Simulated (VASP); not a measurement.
# NdTl2P3 (R-3m) in VASP: a series of runs

NdTl2P3 is run at these levels: PBE; tasks: single point.

Everything below comes from runs of VASP 6.6.1. Logs are shortened: lines on timing, memory, paths and dates and some standing lists are left out, and cuts for length are marked.

**1. The cell of the first run**

Symmetry: R-3m, No. 166, trigonal system. Conventional cell: a = 5.475 Å, b = 5.475 Å, c = 15.750 Å, α = 90.00°, β = 90.00°, γ = 120.00°. Nd (site symmetry -3m) has 6 P at 3.06 Å and 6 Tl at 3.19 Å within 4.0 Å. Within 4.2 Å of Tl (site symmetry 3m) lie 3 Nd at 3.19 Å and 3 Tl at 3.28 Å and 9 P at 3.45 to 3.50 Å. P (site symmetry 2/m) has 4 P at 2.74 Å and 2 Nd at 3.06 Å and 6 Tl at 3.45 to 3.50 Å within 3.6 Å.

The cell was generated, and may not be a known phase.

**2. Single point, PBE**

The input, INCAR:

```
PREC = Accurate ; ENCUT = 500
EDIFF = 1E-6 ; ISMEAR = 0
SIGMA = 0.2 ; LREAL = False
LASPH = True ; NELM = 200
ALGO = Normal ; ISIF = 2
LWAVE = False ; LCHARG = False
GGA = PE ; NBANDS = 35
GGA_COMPAT = False ; LMAXMIX = 6
```

The input, KPOINTS:

```
regular mesh
0
Gamma
  3 3 3
```

The input, POSCAR:

```
NdTl2P3
1.0
    2.7375879699      1.5805471497      5.2500149813
   -2.7375879699      1.5805471497      5.2500149813
    0.0000000000     -3.1610943043      5.2500149799
Nd Tl P
1 2 3
Direct
    0.5000000000      0.5000000000      0.5000000000
    0.8612719276      0.8612719276      0.8612719276
    0.1387280724      0.1387280724      0.1387280724
    0.5000000000      0.5000000000      0.0000000000
    0.0000000000      0.5000000000      0.5000000000
    0.5000000000      0.0000000000      0.5000000000
```

Potentials or basis: VASP PAW PBE potentials, release 64 (Nd_3, Tl_d, P), 4f in core.

Launch:

```
> cat potpaw_PBE.64/Nd_3/POTCAR potpaw_PBE.64/Tl_d/POTCAR potpaw_PBE.64/P/POTCAR > POTCAR
> mpirun -np 1 vasp_std > vasp.out
```

OUTCAR:

```text
PREC = Accurate
   ENCUT = 500
   EDIFF = 1E-6
   ISMEAR = 0
   LREAL = False
   LASPH = True
   NELM = 200
   ISIF = 2
   GGA = PE

 ion  position               nearest neighbor table
   1  0.500  0.500  0.500-   5 3.06   6 3.06   6 3.06   5 3.06   4 3.06   4 3.06   2 3.19   3 3.19
                             2 3.19   3 3.19   2 3.19   3 3.19
   2  0.861  0.861  0.861-   1 3.19   1 3.19   1 3.19   3 3.28   3 3.28   3 3.28   4 3.45   6 3.45
                             5 3.45   5 3.50   6 3.50   4 3.50   4 3.50   5 3.50   6 3.50
   3  0.139  0.139  0.139-   1 3.19   1 3.19   1 3.19   2 3.28   2 3.28   2 3.28   4 3.45   6 3.45
                             5 3.45   5 3.50   6 3.50   4 3.50   4 3.50   5 3.50   6 3.50
   4  0.500  0.500  0.000-   5 2.74   6 2.74   6 2.74   5 2.74   1 3.06   1 3.06   3 3.45   2 3.45
                             2 3.50   3 3.50   2 3.50   3 3.50
   5  0.000  0.500  0.500-   4 2.74   4 2.74   6 2.74   6 2.74   1 3.06   1 3.06   3 3.45   2 3.45
                             3 3.50   2 3.50   3 3.50   2 3.50
   6  0.500  0.000  0.500-   4 2.74   4 2.74   5 2.74   5 2.74   1 3.06   1 3.06   3 3.45   2 3.45
                             2 3.50   3 3.50   3 3.50   2 3.50

  LATTYP: Found a trigonal (rhomboedric) cell.
 ALAT       =     6.1282276793
 COS(alpha) =     0.6008865359

  Lattice vectors:

 A1 = (   2.7375879699,   1.5805471497,   5.2500149813)
 A2 = (  -2.7375879699,   1.5805471497,   5.2500149813)
 A3 = (   0.0000000000,  -3.1610943043,   5.2500149799)

Analysis of symmetry for initial positions (statically):
=====================================================================
 Subroutine PRICEL returns:
 Original cell was already a primitive cell.

 Routine SETGRP: Setting up the symmetry group for a
 trigonal (rhombohedral) supercell.

 Subroutine GETGRP returns: Found 12 space group operations
 (whereof 12 operations were pure point group operations)
 out of a pool of 12 trial point group operations.

The static configuration has the point symmetry D_3d.

Analysis of symmetry for dynamics (positions and initial velocities):
=====================================================================
 Subroutine PRICEL returns:
 Original cell was already a primitive cell.

 Routine SETGRP: Setting up the symmetry group for a
 trigonal (rhombohedral) supercell.

 Subroutine GETGRP returns: Found 12 space group operations
 (whereof 12 operations were pure point group operations)
 out of a pool of 12 trial point group operations.

The dynamic configuration has the point symmetry D_3d.

 Subroutine INISYM returns: Found 12 space group operations
 (whereof 12 operations are pure point group operations),
 and found     1 'primitive' translations

----------------------------------------------------------------------------------------

                                     Primitive cell

  volume of cell :     136.2973

  direct lattice vectors                    reciprocal lattice vectors
     2.737587970  1.580547150  5.250014981     0.182642533  0.105448715  0.063491882
    -2.737587970  1.580547150  5.250014981    -0.182642533  0.105448715  0.063491882
     0.000000000 -3.161094304  5.250014980     0.000000000 -0.210897431  0.063491882

  length of vectors
     6.128227679  6.128227679  6.128227679     0.220247464  0.220247464  0.220247464

  position of ions in fractional coordinates (direct lattice)
     0.500000000  0.500000000  0.500000000
     0.861271928  0.861271928  0.861271928
     0.138728072  0.138728072  0.138728072
     0.500000000  0.500000000  0.000000000
     0.000000000  0.500000000  0.500000000
     0.500000000  0.000000000  0.500000000

  ion indices of the primitive-cell ions
   primitive index   ion index
                 1           1
                 2           2
                 3           3
                 4           4
                 5           5
                 6           6

----------------------------------------------------------------------------------------

 KPOINTS: regular mesh

Automatic generation of k-mesh.
 Grid dimensions read from file:
 generate k-points for:    3    3    3

 Generating k-lattice:

  Cartesian coordinates                     Fractional coordinates (reciprocal lattice)
     0.060880844  0.035149572  0.021163961     0.333333333  0.000000000  0.000000000
    -0.060880844  0.035149572  0.021163961     0.000000000  0.333333333  0.000000000
     0.000000000 -0.070299144  0.021163961     0.000000000  0.000000000  0.333333333

  Length of vectors
     0.073415821  0.073415821  0.073415821

  Shift w.r.t. Gamma in fractional coordinates (k-lattice)
     0.000000000  0.000000000  0.000000000

 Subroutine IBZKPT returns following result:
 ===========================================

 Found      6 irreducible k-points:

 Following reciprocal coordinates:
            Coordinates               Weight
  0.000000  0.000000  0.000000      1.000000
  0.333333 -0.000000 -0.000000      6.000000
  0.333333  0.333333 -0.000000      6.000000
 -0.333333  0.333333  0.000000      6.000000
  0.333333  0.333333  0.333333      2.000000
 -0.333333  0.333333  0.333333      6.000000
   k-points           NKPTS =      6   k-points in BZ     NKDIM =      6   number of bands    NBANDS=     35
   number of dos      NEDOS =    301   number of ions     NIONS =      6
   total plane-waves  NPLWV = 110592
   dimension x,y,z NGX =    48 NGY =   48 NGZ =   48
   dimension x,y,z NGXF=    96 NGYF=   96 NGZF=   96
   ions per type =               1   2   3
   NGX,Y,Z   is equivalent  to a cutoff of  13.02, 13.02, 13.02 a.u.
   NGXF,Y,Z  is equivalent  to a cutoff of  26.04, 26.04, 26.04 a.u.
 SYSTEM =  unknown system
   PREC   = accura    normal or accurate (medium, high low for compatibility)
   ISTART =      0    job   : 0-new  1-cont  2-samecut
   ICHARG =      2    charge: 1-file 2-atom 10-const
   ISPIN  =      1    spin polarized calculation?
   LNONCOLLINEAR =      F non collinear calculations
   LSORBIT =      F    spin-orbit coupling
   LASPH  =      T    aspherical Exc in radial PAW
   ENCUT  =  500.0 eV  36.75 Ry    6.06 a.u.  11.17 11.17 11.17*2*pi/ulx,y,z
   NELM   =    200;   NELMIN=  2; NELMDL= -5     # of ELM steps
   EDIFF  = 0.1E-05   stopping-criterion for ELM
   LREAL  =      F    real-space projection
   EDIFFG = 0.1E-04   stopping-criterion for IOM
   NSW    =      0    number of steps for IOM
   IBRION =     -1    ionic relax: 0-MD 1-quasi-New 2-CG
   NFREE  =      0    steps in history (QN), initial steepest desc. (CG)
   ISIF   =      2    stress and relaxation
   ISYM   =      2    0-nonsym 1-usesym 2-fastsym
   POTIM  = 0.5000    time-step for ionic-motion
   TEBEG  =    0.0;   TEEND  =   0.0 temperature during run
   PSTRESS=    0.0 pullay stress
   NELECT =      52.0000    total number of electrons
   NUPDOWN=      -1.0000    fix difference up-down
   EMIN   =  10.00;   EMAX   =-10.00  energy-range for DOS
   EFERMI =   0.00;   METHOD = LEGACY
   ISMEAR =     0;   SIGMA  =   0.20  broadening in eV -4-tet -1-fermi 0-gaus
   EFERMI_NEDOS =   21; number of points for ismear=-14 and -15
   IALGO  =     38    algorithm
   IMIX   =      4    mixing-type and parameters
     AMIX     =   0.40;   BMIX     =  1.00
     AMIX_MAG =   1.60;   BMIX_MAG =  1.00
  volume/ion in A,a.u.               =      22.72       153.30
  Fermi-wavevector in a.u.,A,eV,Ry     =   1.187354  2.243773 19.181618  1.409809
  Thomas-Fermi vector in A             =   2.323507
   LORBIT       =      0    0 simple, 1 ext, 2 COOP (PROOUT), +10 PAW based schemes
   GGA     = PE    functional components
   LHFCALC =     F    Hartree Fock is set to
   AEXX    =    0.0000 exact exchange contribution
   IVDW    =     0    specifies the selected vdW correction
   LEPSILON=     F    determine dielectric tensor
   LRPA    =     F    only Hartree local field effects (RPA)
 non-spin polarized calculation
 Gauss-broadening in eV      SIGMA  =   0.20
  energy-cutoff  :      500.00
  volume of cell :      136.30
 maximum number of plane-waves:      3482
 NGX is ok and might be reduce to    48
   NGX = 23   NGY = 23   NGZ = 23

 number of electron      51.9999999 magnetization

 Free energy of the ion-electron system (eV)
  ---------------------------------------------------
  ext. energy  EPLUGINS =         0.00000000
  ---------------------------------------------------
  free energy    TOTEN  =       -25.55958404 eV

  energy without entropy =      -25.50784950  energy(sigma->0) =      -25.53371677

 E-fermi :   6.8000     XC(G=0): -10.4576

 val. band max:        6.5384114849   @ k =   0.3333  -0.0000  -0.0000
 cond. band min:       6.8876626585   @ k =   0.3333  -0.0000  -0.0000
 fundamental gap:      0.3492511736
 Fermi energy:         6.8000133189

 k-point     1 :       0.0000    0.0000    0.0000
  band No.  band energies     occupation
      1     -31.2710      2.00000
      2     -12.6024      2.00000
      3     -12.6024      2.00000
      4     -12.4887      2.00000
      5      -6.2117      2.00000
      6      -5.2312      2.00000
[... 27 lines left out ...]
     34      10.7287      0.00000
     35      11.9824      0.00000

 k-point     2 :       0.3333   -0.0000   -0.0000
  band No.  band energies     occupation
      1     -31.2704      2.00000
      2     -12.6275      2.00000
      3     -12.5964      2.00000
      4     -12.4976      2.00000
      5      -5.6610      2.00000
      6      -5.2725      2.00000
[... 27 lines left out ...]
     34       9.8115      0.00000
     35      11.0834      0.00000

 k-point     3 :       0.3333    0.3333   -0.0000
  band No.  band energies     occupation
      1     -31.2703      2.00000
      2     -12.6246      2.00000
      3     -12.6011      2.00000
      4     -12.5118      2.00000
      5      -5.5602      2.00000
      6      -5.2911      2.00000
[... 27 lines left out ...]
     34      10.7559      0.00000
     35      10.9064      0.00000

 k-point     4 :      -0.3333    0.3333    0.0000
  band No.  band energies     occupation
      1     -31.2700      2.00000
      2     -12.6178      2.00000
      3     -12.6146      2.00000
      4     -12.5093      2.00000
      5      -5.3748      2.00000
      6      -5.2409      2.00000
[... 27 lines left out ...]
     34      10.4259      0.00000
     35      11.3287      0.00000

 k-point     5 :       0.3333    0.3333    0.3333
  band No.  band energies     occupation
      1     -31.2708      2.00000
      2     -12.6063      2.00000
      3     -12.6063      2.00000
      4     -12.5301      2.00000
      5      -5.8316      2.00000
      6      -5.2210      2.00000
[... 27 lines left out ...]
     34      11.3556      0.00000
     35      11.3556      0.00000

 k-point     6 :      -0.3333    0.3333    0.3333
  band No.  band energies     occupation
      1     -31.2702      2.00000
      2     -12.6272      2.00000
      3     -12.6007      2.00000
      4     -12.5256      2.00000
      5      -5.4416      2.00000
      6      -5.2550      2.00000
[... 27 lines left out ...]
     34      10.8065      0.00000
     35      10.8371      0.00000

------------------------ aborting loop because EDIFF is reached ----------------------------------------

  FORCE on cell =-STRESS in cart. coord.  units (eV):
  Direction    XX          YY          ZZ          XY          YZ          ZX
  --------------------------------------------------------------------------------------
  -------------------------------------------------------------------------------------
  Total       -0.0124168     -0.0124168      0.2408322      0.0000000     -0.0000000      0.0000000
  in kB       -0.1459602     -0.1459602      2.8309867      0.0000000     -0.0000000      0.0000000
  external PRESSURE =       0.8463554 kB  Pullay stress =       0.0000000 kB

 VOLUME and BASIS-vectors are now :
 -----------------------------------------------------------------------------
  energy-cutoff  :      500.00
  volume of cell :      136.30
      direct lattice vectors                 reciprocal lattice vectors
     2.737587970  1.580547150  5.250014981     0.182642533  0.105448715  0.063491882
    -2.737587970  1.580547150  5.250014981    -0.182642533  0.105448715  0.063491882
     0.000000000 -3.161094304  5.250014980     0.000000000 -0.210897431  0.063491882

 POSITION                                       TOTAL-FORCE (eV/Angst)
 -----------------------------------------------------------------------------------
      0.00000     -0.00000      7.87502         0.000000      0.000000     -0.000000
      0.00000     -0.00000     13.56507         0.000000      0.000000     -0.028388
      0.00000     -0.00000      2.18497         0.000000     -0.000000      0.028388
      0.00000      1.58055      5.25001        -0.000000     -0.000000     -0.000000
     -1.36879     -0.79027      5.25001         0.000000      0.000000     -0.000000
      1.36879     -0.79027      5.25001         0.000000      0.000000     -0.000000
 -----------------------------------------------------------------------------------
    total drift:                               -0.000000     -0.000000      0.000000

  FREE ENERGIE OF THE ION-ELECTRON SYSTEM (eV)
  ---------------------------------------------------
  free  energy   TOTEN  =       -25.5595840410 eV

  energy  without entropy=      -25.5078495013  energy(sigma->0) =      -25.53371677
```

Run time: 40 s. Hardware: 1 thread of AMD EPYC 7R13 (Zen 3), shared host; peak memory 0.29 GiB.

What came out:

| Quantity | Value |
| --- | --- |
| Free energy | -25.5596 eV |
| Pressure | 0.1 GPa |
| Largest force | 0.028 eV/Å |
| Band gap on the k mesh | zero (bands 26 and 27 overlap by 0.98 eV) |

Forces in eV/Å, atoms in the order of the input:
```
Nd   0.000  0.000  0.000
Tl   0.000  0.000 -0.028
Tl   0.000  0.000  0.028
P    0.000  0.000  0.000
P    0.000  0.000  0.000
P    0.000  0.000  0.000
```

Stress tensor (GPa, compression positive):
```
-0.01  0.00  0.00
 0.00 -0.01  0.00
 0.00  0.00  0.28
```

Levels at points of the mesh, in eV from the Fermi level:
```csv
k point,band 24,band 25,band 26,band 27,band 28,band 29
"(0.00, 0.00, 0.00)",-2.04,-2.04,-0.76,-0.76,0.49,1.92
```

Caveat: the k points lie up to 0.46 Å⁻¹ apart, too coarse for converged energies and pressures of a metal; spin-orbit coupling is left out, which moves the levels of the heavy elements; the 4f electrons are frozen in the core, so they carry no moment and show no levels.

(Continued in part 2 of 2.)

The gap in the log of VASP goes by the Fermi energy; the results here count the filled bands.